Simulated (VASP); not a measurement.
# Ti (P6/mmm) in VASP: notebook

Runs on Ti. Level: PBEsol. Tasks: single point.

All numbers are computed with VASP 6.6.1; they aren't measurements. Logs are shortened: lines on timing, memory, paths and dates and some standing lists are left out, and cuts for length are marked.

**1. The cell of the first run**

The structure is hexagonal, space group P6/mmm (No. 191). The conventional cell has a = 4.515 Å, b = 4.515 Å, c = 2.799 Å, α = 90.00°, β = 90.00°, γ = 120.00°. Ti (site symmetry 6/mmm) has 14 Ti at 2.80 to 2.96 Å within 3.7 Å. Within 3.4 Å of Ti (site symmetry -6m2) lie 11 Ti at 2.61 to 2.96 Å.

This isn't the form of Ti at room conditions, which is hcp.

**2. Single point, PBEsol**

INCAR reads:

```
PREC = Accurate
ENCUT = 520
EDIFF = 1E-6
ISMEAR = 0
SIGMA = 0.1
LREAL = False
LASPH = True
NELM = 60
ALGO = Fast
ISIF = 2
LWAVE = False
LCHARG = False
GGA = PS
NBANDS = 25
```

KPOINTS reads:

```
Automatic mesh
0
Gamma
  12 12 18
```

POSCAR reads:

```
Ti
1.0
    4.5152900540      0.0000000000      0.0000000000
   -2.2576450270      3.9103558922      0.0000000000
    0.0000000000      0.0000000000      2.7987936452
Ti
3
Direct
    0.0000000000      0.0000000000      0.0000000000
    0.3333333333      0.6666666667      0.5000000000
    0.6666666667      0.3333333333      0.5000000000
```

Potentials or basis: VASP PAW PBE potentials, release 64 (Ti_sv).

Started as:

```console
$ cat potpaw_PBE.64/Ti_sv/POTCAR > POTCAR
$ mpirun -np 1 vasp_std > vasp.out
```

OUTCAR:

```text
PREC = Accurate
   ENCUT = 520
   EDIFF = 1E-6
   ISMEAR = 0
   LREAL = False
   LASPH = True
   NELM = 60
   ISIF = 2
   GGA = PS

 ion  position               nearest neighbor table
   1  0.000  0.000  0.000-
   2  0.333  0.667  0.500-   3 2.61   3 2.61   3 2.61
   3  0.667  0.333  0.500-   2 2.61   2 2.61   2 2.61

  LATTYP: Found a hexagonal cell.
 ALAT       =     4.5152900540
 C/A-ratio  =     0.6198480301

  Lattice vectors:

 A1 = (   4.5152900540,   0.0000000000,   0.0000000000)
 A2 = (  -2.2576450270,   3.9103558922,   0.0000000000)
 A3 = (   0.0000000000,   0.0000000000,   2.7987936452)

Analysis of symmetry for initial positions (statically):
=====================================================================
 Subroutine PRICEL returns:
 Original cell was already a primitive cell.

 Routine SETGRP: Setting up the symmetry group for a
 hexagonal supercell.

 Subroutine GETGRP returns: Found 24 space group operations
 (whereof 24 operations were pure point group operations)
 out of a pool of 24 trial point group operations.

The static configuration has the point symmetry D_6h.

Analysis of symmetry for dynamics (positions and initial velocities):
=====================================================================
 Subroutine PRICEL returns:
 Original cell was already a primitive cell.

 Routine SETGRP: Setting up the symmetry group for a
 hexagonal supercell.

 Subroutine GETGRP returns: Found 24 space group operations
 (whereof 24 operations were pure point group operations)
 out of a pool of 24 trial point group operations.

The dynamic configuration has the point symmetry D_6h.

 Subroutine INISYM returns: Found 24 space group operations
 (whereof 24 operations are pure point group operations),
 and found     1 'primitive' translations

----------------------------------------------------------------------------------------

                                     Primitive cell

  volume of cell :      49.4166

  direct lattice vectors                    reciprocal lattice vectors
     4.515290054  0.000000000  0.000000000     0.221469715  0.127865599  0.000000000
    -2.257645027  3.910355892  0.000000000     0.000000000  0.255731199  0.000000000
     0.000000000  0.000000000  2.798793645     0.000000000  0.000000000  0.357296795

  length of vectors
     4.515290054  4.515290054  2.798793645     0.255731199  0.255731199  0.357296795

  position of ions in fractional coordinates (direct lattice)
     0.000000000  0.000000000  0.000000000
     0.333333333  0.666666667  0.500000000
     0.666666667  0.333333333  0.500000000

  ion indices of the primitive-cell ions
   primitive index   ion index
                 1           1
                 2           2
                 3           3

----------------------------------------------------------------------------------------

 KPOINTS: Automatic mesh

Automatic generation of k-mesh.
 Grid dimensions read from file:
 generate k-points for:   12   12   18

 Generating k-lattice:

  Cartesian coordinates                     Fractional coordinates (reciprocal lattice)
     0.018455810  0.010655467  0.000000000     0.083333333  0.000000000  0.000000000
     0.000000000  0.021310933  0.000000000     0.000000000  0.083333333  0.000000000
     0.000000000  0.000000000  0.019849822     0.000000000  0.000000000  0.055555556

  Length of vectors
     0.021310933  0.021310933  0.019849822

  Shift w.r.t. Gamma in fractional coordinates (k-lattice)
     0.000000000  0.000000000  0.000000000

 Subroutine IBZKPT returns following result:
 ===========================================

 Found    190 irreducible k-points:

 Following reciprocal coordinates:
            Coordinates               Weight
  0.000000  0.000000  0.000000      1.000000
  0.083333 -0.000000  0.000000      6.000000
  0.166667 -0.000000  0.000000      6.000000
  0.250000 -0.000000  0.000000      6.000000
  0.333333 -0.000000  0.000000      6.000000
  0.416667 -0.000000  0.000000      6.000000
[... 16 lines left out ...]
  0.250000 -0.000000  0.055556     12.000000
  0.333333 -0.000000  0.055556     12.000000
 [... further k-points ...]
   k-points           NKPTS =    190   k-points in BZ     NKDIM =    190   number of bands    NBANDS=     25
   number of dos      NEDOS =    301   number of ions     NIONS =      3
   total plane-waves  NPLWV =  31104
   dimension x,y,z NGX =    36 NGY =   36 NGZ =   24
   dimension x,y,z NGXF=    72 NGYF=   72 NGZF=   48
   ions per type =               3
   NGX,Y,Z   is equivalent  to a cutoff of  13.25, 13.25, 14.26 a.u.
   NGXF,Y,Z  is equivalent  to a cutoff of  26.51, 26.51, 28.51 a.u.
 SYSTEM =  unknown system
   PREC   = accura    normal or accurate (medium, high low for compatibility)
   ISTART =      0    job   : 0-new  1-cont  2-samecut
   ICHARG =      2    charge: 1-file 2-atom 10-const
   ISPIN  =      1    spin polarized calculation?
   LNONCOLLINEAR =      F non collinear calculations
   LSORBIT =      F    spin-orbit coupling
   LASPH  =      T    aspherical Exc in radial PAW
   ENCUT  =  520.0 eV  38.22 Ry    6.18 a.u.   8.40  8.40  5.20*2*pi/ulx,y,z
   NELM   =     60;   NELMIN=  2; NELMDL= -5     # of ELM steps
   EDIFF  = 0.1E-05   stopping-criterion for ELM
   LREAL  =      F    real-space projection
[... 7 lines left out ...]
   TEBEG  =    0.0;   TEEND  =   0.0 temperature during run
   PSTRESS=    0.0 pullay stress
   NELECT =      36.0000    total number of electrons
   NUPDOWN=      -1.0000    fix difference up-down
   EMIN   =  10.00;   EMAX   =-10.00  energy-range for DOS
   EFERMI =   0.00;   METHOD = LEGACY
   ISMEAR =     0;   SIGMA  =   0.10  broadening in eV -4-tet -1-fermi 0-gaus
   EFERMI_NEDOS =   21; number of points for ismear=-14 and -15
   IALGO  =     68    algorithm
   IMIX   =      4    mixing-type and parameters
     AMIX     =   0.40;   BMIX     =  1.00
     AMIX_MAG =   1.60;   BMIX_MAG =  1.00
  volume/ion in A,a.u.               =      16.47       111.16
  Fermi-wavevector in a.u.,A,eV,Ry     =   1.473052  2.783665 29.523037  2.169882
  Thomas-Fermi vector in A             =   2.587992
   LORBIT       =      0    0 simple, 1 ext, 2 COOP (PROOUT), +10 PAW based schemes
   GGA     = PS    functional components
   LHFCALC =     F    Hartree Fock is set to
   AEXX    =    0.0000 exact exchange contribution
   IVDW    =     0    specifies the selected vdW correction
   LEPSILON=     F    determine dielectric tensor
   LRPA    =     F    only Hartree local field effects (RPA)
 non-spin polarized calculation
 RMM-DIIS sequential band-by-band and
 Gauss-broadening in eV      SIGMA  =   0.10
  energy-cutoff  :      520.00
  volume of cell :       49.42
 maximum number of plane-waves:      1366
 NGX is ok and might be reduce to    36
   NGX = 17   NGY = 17   NGZ = 11

 number of electron      36.0000008 magnetization

 Free energy of the ion-electron system (eV)
  ---------------------------------------------------
  ext. energy  EPLUGINS =         0.00000000
  ---------------------------------------------------
  free energy    TOTEN  =       -25.06589033 eV

  energy without entropy =      -25.05255454  energy(sigma->0) =      -25.05922244

 E-fermi :   8.6636     XC(G=0): -11.8908

 val. band max:        8.6502914861   @ k =   0.4167   0.0833   0.1667
 cond. band min:       8.6673400678   @ k =   0.3333   0.2500   0.3889
 fundamental gap:      0.0170485818
 Fermi energy:         8.6635774336

 k-point     1 :       0.0000    0.0000    0.0000
  band No.  band energies     occupation
      1     -47.9240      2.00000
      2     -47.6589      2.00000
      3     -47.4695      2.00000
      4     -24.3538      2.00000
      5     -24.3538      2.00000
      6     -24.2643      2.00000
[... 17 lines left out ...]
     24      10.6224      0.00000
     25      10.6332      0.00000

 k-point     2 :       0.0833   -0.0000    0.0000
  band No.  band energies     occupation
      1     -47.9226      2.00000
      2     -47.6571      2.00000
      3     -47.4727      2.00000
      4     -24.3868      2.00000
      5     -24.3807      2.00000
      6     -24.2307      2.00000
[... 17 lines left out ...]
     24      10.3625      0.00000
     25      10.8538      0.00000

 k-point     3 :       0.1667   -0.0000    0.0000
  band No.  band energies     occupation
      1     -47.9189      2.00000
      2     -47.6518      2.00000
      3     -47.4821      2.00000
      4     -24.4393      2.00000
      5     -24.4082      2.00000
      6     -24.1764      2.00000
[... 17 lines left out ...]
     24      10.2482      0.00000
     25      11.1244      0.00000

 k-point     4 :       0.2500   -0.0000    0.0000
  band No.  band energies     occupation
      1     -47.9140      2.00000
      2     -47.6427      2.00000
      3     -47.4966      2.00000
      4     -24.4872      2.00000
      5     -24.4107      2.00000
      6     -24.1259      2.00000
[... 17 lines left out ...]
     24      10.5169      0.00000
     25      11.4759      0.00000
[... 477 lines left out ...]
 k-point    22 :       0.1667   -0.0000    0.0556
  band No.  band energies     occupation
      1     -47.9166      2.00000
      2     -47.6503      2.00000
      3     -47.4803      2.00000
      4     -24.4349      2.00000
      5     -24.4045      2.00000
      6     -24.1757      2.00000
[... 17 lines left out ...]
     24      10.2826      0.00000
     25      11.1798      0.00000

 k-point    23 :       0.2500   -0.0000    0.0556
  band No.  band energies     occupation
      1     -47.9119      2.00000
      2     -47.6410      2.00000
      3     -47.4948      2.00000
      4     -24.4822      2.00000
      5     -24.4074      2.00000
      6     -24.1262      2.00000
[... 17 lines left out ...]
     24      10.5052      0.00000
     25      11.4805      0.00000

 k-point    24 :       0.3333   -0.0000    0.0556
  band No.  band energies     occupation
      1     -47.9073      2.00000
      2     -47.6285      2.00000
      3     -47.5124      2.00000
      4     -24.5190      2.00000
      5     -24.3842      2.00000
      6     -24.0872      2.00000
[... 17 lines left out ...]
     24      10.8334      0.00000
     25      11.4258      0.00000

 [... further k-points ...]

------------------------ aborting loop because EDIFF is reached ----------------------------------------

  FORCE on cell =-STRESS in cart. coord.  units (eV):
  Direction    XX          YY          ZZ          XY          YZ          ZX
  --------------------------------------------------------------------------------------
  -------------------------------------------------------------------------------------
  Total       -0.0722413     -0.0722413     -0.0448605      0.0000000      0.0000000      0.0000000
  in kB       -2.3421962     -2.3421962     -1.4544596      0.0000000      0.0000000      0.0000000
  external PRESSURE =      -2.0462840 kB  Pullay stress =       0.0000000 kB

 VOLUME and BASIS-vectors are now :
 -----------------------------------------------------------------------------
  energy-cutoff  :      520.00
  volume of cell :       49.42
      direct lattice vectors                 reciprocal lattice vectors
     4.515290054  0.000000000  0.000000000     0.221469715  0.127865599  0.000000000
    -2.257645027  3.910355892  0.000000000     0.000000000  0.255731199  0.000000000
     0.000000000  0.000000000  2.798793645     0.000000000  0.000000000  0.357296795

 POSITION                                       TOTAL-FORCE (eV/Angst)
 -----------------------------------------------------------------------------------
      0.00000      0.00000      0.00000        -0.000000      0.000000     -0.000000
     -0.00000      2.60690      1.39940        -0.000000      0.000000      0.000000
      2.25765      1.30345      1.39940         0.000000     -0.000000     -0.000000
 -----------------------------------------------------------------------------------
    total drift:                                0.000000      0.000000     -0.000000

  FREE ENERGIE OF THE ION-ELECTRON SYSTEM (eV)
  ---------------------------------------------------
  free  energy   TOTEN  =       -25.0658903341 eV

  energy  without entropy=      -25.0525545416  energy(sigma->0) =      -25.05922244
```

Run time: 5.9 min. Hardware: 1 thread of Intel Xeon 6975P-C (Granite Rapids), shared host; peak memory 0.3 GiB.

What came out:

```
Free energy            : -25.0659 eV
Pressure               : -0.2 GPa
Band gap on the k mesh : zero (bands 18 and 19 overlap by 0.36 eV)
```

Caveat: the PAW data sets were made with another functional, which shifts forces and pressure a little.

[end of part 1 of 3]
